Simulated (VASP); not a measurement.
The system is Rb3Ba.

```xyz
4
Lattice="-3.3715 3.3715 7.3713 3.3715 -3.3715 7.3713 3.3715 3.3715 -7.3713" Properties=species:S:1:pos:R:3 pbc="T T T"
Ba    0.0000    0.0000    0.0000
Rb    0.0000    0.0000    7.3713
Rb    3.3715    0.0000    3.6857
Rb    0.0000    3.3715    3.6857
```

| Property | Result |
| --- | --- |
| Program | VASP 6.6.1 |
| Task | relaxation of cell and atoms |
| Functional | BLYP |
| Potentials or basis | VASP PAW PBE potentials, release 64 (Ba_sv, Rb_sv) |
| Cutoff | 600 eV |
| k mesh | 6 × 6 × 6 |
| Occupations | fermi-dirac, width 0.05 eV |
| Spin | no spin polarisation |

At the start: pressure 0.2 GPa; volume 83.79 Å³/atom.

Task: How do energy, volume and symmetry change on relaxing?

Result: Over 8 steps the energy falls by 3.6 meV/atom and the volume is 88.46 Å³/atom (+5.6 %); space group I4/mmm (No. 139, to 0.1 Å) before and after.

The path:
```csv
step,energy change (eV),largest force (eV/Å),pressure (GPa),volume (Å³)
1,0.0000,0.0000,0.18,335.15
2,-0.0049,0.0000,0.13,339.76
3,-0.0098,0.0000,0.06,346.74
4,-0.0108,0.0000,-0.06,361.00
5,-0.0117,0.0000,-0.01,354.88
6,-0.0121,0.0000,-0.01,354.79
7,-0.0131,0.0000,-0.01,354.50
8,-0.0143,0.0000,0.00,353.84
```

Final structure:
```
Ba Rb
1.0
    -3.48756    3.48756    7.27282
     3.48756   -3.48756    7.27282
     3.48756    3.48756   -7.27282
Ba Rb
1 3
Direct
  0.00000 0.00000 0.00000
  0.50000 0.50000 0.00000
  0.25000 0.75000 0.50000
  0.75000 0.25000 0.50000
```

Caveat: the PAW data sets were made with another functional, which shifts forces and pressure a little.
